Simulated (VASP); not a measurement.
Set up this calculation in VASP 6.6.1, as the native input.

* Task: single point
* Functional: PBE
* Dispersion: D3(BJ)
* Potentials or basis: VASP PAW PBE potentials, release 64 (Al)
* Cutoff: 520 eV
* k mesh: 3 × 2 × 1
* Occupations: fermi-dirac, width 0.05 eV
* Spin: no spin polarisation
* Dipole correction: no
* Further INCAR settings: LREAL = Auto; ALGO = Normal; EDIFF = 1e-07; NBANDS = 42

The structure of Al lies in POSCAR:

```
Al
1.0
    5.7275650000      0.0000000000      0.0000000000
    4.2956740000      7.4403250000      0.0000000000
    0.0000000000      0.0000000000     17.6765370000
Al
18
Direct
    0.1666684695      0.1111107378      0.0565721668
    0.6666715249      0.1111107378      0.0565721668
    0.1666708227      0.4444429511      0.0565721668
    0.6666738781      0.4444429511      0.0565721668
    0.1666731759      0.7777751644      0.0565721668
    0.6666762313      0.7777751644      0.0565721668
   -0.2007133369      0.2512524655      0.1914741558
    0.2652351285      0.2439543972      0.1810479055
   -0.1856143315      0.5392909584      0.2088418110
    0.2372215686      0.5595857708      0.1818568875
   -0.1931474409      0.9495284144      0.2061942336
    0.3990917170      0.8745720113      0.1955926096
    0.0166430998      0.0419202118      0.3230836447
    0.4734859516      0.0319340889      0.3362197019
   -0.0213712070      0.4456122548      0.3542945092
    0.5164899598      0.2979439742      0.3397498051
   -0.0382345415      0.7714716763      0.3315015831
    0.4503451630      0.7270381334      0.3684375509
```

One way to write it, as run:

INCAR

```
SYSTEM = Al
ALGO = Normal
EDIFF = 1E-7
ENCUT = 520
GGA = PE
ISIF = 2
ISMEAR = -1
IVDW = 12
LASPH = .TRUE.
LCHARG = .TRUE.
LELF = .TRUE.
LREAL = Auto
LVHAR = .TRUE.
LWAVE = .FALSE.
NBANDS = 42
NELM = 80
PREC = Accurate
SIGMA = 0.05
```

KPOINTS

```
k-points
0
G
  3 2 1
  0 0 0
```

Potentials or basis: VASP PAW PBE potentials, release 64 (Al).

Run with:

```console
$ cat potpaw_PBE.64/Al/POTCAR > POTCAR
$ mpirun -np 1 vasp_std > vasp.out
```

It gave:

| Quantity | Value |
| --- | --- |
| Largest force | 2.179 eV/Å |
| Band gap on the k mesh | zero (bands 27 and 28 overlap by 0.67 eV) |
| Dispersion energy per atom | -0.218 eV |

Caveat: the k points lie up to 0.42 Å⁻¹ apart, too coarse for converged energies and pressures of a metal; the atoms stand as in a frame of molecular dynamics; there is no dipole correction, which matters where the two faces differ.

It took 5.3 min on 1 thread of Intel(R) Xeon(R) Platinum 8124M CPU @ 3.00GHz (Skylake/Cascade Lake) (shared host), peak memory 0.77 GiB.
